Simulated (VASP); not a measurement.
Here is a VASP 6.6.1 calculation.

File INCAR:

```
SYSTEM = Rh
PREC     = Accurate       ! precision mode
ENCUT    = 520            ! plane-wave cutoff, eV
EDIFF    = 1E-7           ! SCF threshold, eV
ISMEAR   = 0              ! smearing method
SIGMA    = 0.15           ! smearing width, eV
LREAL    = .FALSE.        ! projectors in reciprocal space
LASPH    = .TRUE.         ! aspherical terms in the spheres
NELM     = 60             ! most SCF steps
ALGO     = Fast           ! electronic algorithm
ISIF     = 2              ! what is computed and relaxed
LWAVE    = .FALSE.        ! write WAVECAR
LCHARG   = .FALSE.        ! write CHGCAR
NBANDS   = 38             ! bands
```

The input KPOINTS:

```
regular mesh
0
G
  18 18 6
  0 0 0
```

Contents of POSCAR:

```
Rh
1.0
    2.7546463345      0.0000000000      0.0000000000
   -1.3773231672      2.0482300452      0.0000000000
    0.0000000000      0.0000000000      9.3021638489
Rh
4
Direct
    0.0000000000      0.0000000000      0.0000000000
    0.3333333333      0.6666666667      0.2500000000
    0.0000000000      0.0000000000      0.5000000000
    0.6666666667      0.3333333333      0.7500000000
```

Potentials or basis: VASP PAW LDA potentials, release 64 (Rh_pv).

Launch:

```console
$ cat potpaw_LDA.64/Rh_pv/POTCAR > POTCAR
$ mpirun -np 1 vasp_std > vasp.out
```

(1) Predict the largest force.

(2) Predict the pressure.

(3) Predict the band gap on the k mesh.

Results:

(1) 0.206 eV/Å.

(2) 15.1 GPa.

(3) zero (bands 30 and 31 overlap by 3.34 eV).

Caveat: the cell differs from its parent crystal (strain +e along x and -e along y +0.0733, strain +e along z and -e/2 along x and y +0.0733); the stress differs along the axes, from -20 to 61 GPa.
